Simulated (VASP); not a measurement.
Set up this calculation in VASP 6.6.1, as the native input.

| Quantity | Value |
| --- | --- |
| Task | relaxation of cell and atoms |
| Functional | PBE |
| Potentials or basis | VASP PAW PBE potentials, release 64 (Al, Ge_d, S) |
| Cutoff | 600 eV |
| k mesh | 4 × 4 × 4 |
| Occupations | gaussian, width 0.1 eV |
| Spin | no spin polarisation |
| Dipole correction | no |
| Further INCAR settings | ALGO = Normal; EDIFF = 1e-06; IBRION = 2; EDIFFG = -0.04; NSW = 90; ISIF = 3 |

The structure of AlGeS6 lies in POSCAR:

```
AlGeS6
1.0
    0.0000000000      4.4289884100      4.4289884100
    4.4289884100      0.0000000000      4.4289884100
    4.4289884100      4.4289884100      0.0000000000
Al Ge S
1 1 6
Direct
    0.5000000000      0.5000000000      0.5000000000
    0.0000000000      0.0000000000      0.0000000000
    0.5000000000      0.0000000000      0.0000000000
    0.0000000000      0.5000000000      0.5000000000
    0.0000000000      0.5000000000      0.0000000000
    0.5000000000      0.0000000000      0.5000000000
    0.0000000000      0.0000000000      0.5000000000
    0.5000000000      0.5000000000      0.0000000000
```

The cell was built from a structure type or drawn by symmetry, and may not be a known phase.

The input as run:

INCAR

```
PREC = Accurate ; ENCUT = 600
EDIFF = 1E-6 ; ISMEAR = 0
SIGMA = 0.1 ; LREAL = F
LASPH = T ; NELM = 100
ALGO = Normal ; ISIF = 3
LWAVE = F ; LCHARG = F
GGA = PE ; IBRION = 2
NSW = 90 ; EDIFFG = -0.04
```

KPOINTS

```
Automatic mesh
0
Gamma
  4 4 4
```

Potentials or basis: VASP PAW PBE potentials, release 64 (Al, Ge_d, S).

Command:

```bash
$ cat potpaw_PBE.64/Al/POTCAR potpaw_PBE.64/Ge_d/POTCAR potpaw_PBE.64/S/POTCAR > POTCAR
$ mpirun -np 1 vasp_std > vasp.out
```

It gave:

| Item | Value |
| --- | --- |
| Relaxed volume | 16.93 Å³/atom |
| Relaxed cell | a = 5.764 Å, b = 5.764 Å, c = 5.764 Å, α = 60.00°, β = 60.00°, γ = 60.00° |
| Space group after relaxing (to 0.1 Å) | Fm-3m (No. 225) |
| Energy gained by relaxing | 197.2 meV/atom |
| Ionic steps | 3 |
| Pressure after relaxing | -0.2 GPa |
| Band gap on the k mesh | zero (an odd number of electrons rules out a gap without spin polarisation) |

Caveat: the volume moved by over 15 % at a fixed basis, so the end points are rough.

Wall time 4.2 min on 1 thread of Intel Xeon 8259CL, with other jobs on the host, peak memory 0.39 GiB.
